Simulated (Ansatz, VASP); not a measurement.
# One calculation of MgO, two programs

```
Mg O
1.0
     3.18780    0.00000    0.00000
    -1.59390    2.76072    0.00000
     0.00000    0.00000    4.91900
Mg O
2 2
Cartesian
  0.0000 1.8405 0.0180
  1.5939 0.9202 2.4775
  0.0000 1.8405 1.9722
  1.5939 0.9202 4.4317
```

Alike in both runs: task single point; functional PBEsol; k mesh 9 × 9 × 6; occupations gaussian, width 0.05 eV; no spin polarisation.

```csv
,VASP,Ansatz
version,VASP 6.6.1,Ansatz 0.2.0
potentials or method,"VASP PAW PBE potentials, release 64 (Mg, O), cutoff 520 eV","scalar-relativistic, plane waves, PAW"
valence electrons in the cell,16,32
```

Ansatz gave:

| Property | Result |
| --- | --- |
| gap on the k mesh at the Fermi level (eV) | 3.90 |
| least direct gap on the mesh (eV) | 3.90 |
| pressure (GPa) | 13.5 |
| traceless stress, the component that is largest in VASP (GPa) | -3.95 |
| rms of the force components (eV/Å) | 0.074 |

Problem. What did VASP give for the same quantities?

Solution. gap on the k mesh at the Fermi level (eV): 3.90; least direct gap on the mesh (eV): 3.90; pressure (GPa): 13.5; traceless stress, the component that is largest in VASP (GPa): -4.02; rms of the force components (eV/Å): 0.077.

VASP's potentials were made for PBE, not for PBEsol, and Ansatz warns of the same on its side. Atom by atom the forces differ by 0.003 eV/Å (rms over components). The functional is the same, so the differences come from potentials, cutoffs and numerics. VASP's potentials hold 16 valence electrons a cell and Ansatz's 32, so a difference there can come from the potentials and not from the codes.
